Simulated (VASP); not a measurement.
Input of a VASP 6.6.1 run:

INCAR

```
SYSTEM = Ta2N
ALGO = Normal ; EDIFF = 1E-7
ENCUT = 520 ; GGA = PE
ISIF = 2 ; ISMEAR = 0
LASPH = .TRUE. ; LCHARG = .FALSE.
LREAL = .FALSE. ; LWAVE = .FALSE.
NBANDS = 20 ; NELM = 80
PREC = Accurate ; SIGMA = 0.1
```

KPOINTS

```
k-points
0
G
  6 6 4
  0 0 0
```

The input POSCAR:

```
Ta2N
1.0
    3.1128615060      0.0000000000      0.0000000000
   -1.5564307530      2.6958171426      0.0000000000
    0.0000000000      0.0000000000      4.8698410000
Ta N
2 1
Direct
    0.6666666700      0.3333333300      0.7452890000
    0.3333333300      0.6666666700      0.2547110000
    0.0000000000      0.0000000000      0.0000000000
```

Potentials or basis: VASP PAW PBE potentials, release 64 (Ta_pv, N).

Launch:

```console
$ cat potpaw_PBE.64/Ta_pv/POTCAR potpaw_PBE.64/N/POTCAR > POTCAR
$ mpirun -np 1 vasp_std > vasp.out
```

**Question.** Predict the pressure.

**Answer.** -0.8 GPa.

**Question.** What does it give for the largest force?

**Answer.** 0.236 eV/Å.

Stress tensor (GPa, compression positive):
```
-0.93  0.00  0.00
 0.00 -0.93  0.00
 0.00  0.00 -0.44
```

Caveat: the k points lie up to 0.39 Å⁻¹ apart, too coarse for converged energies and pressures of a metal.
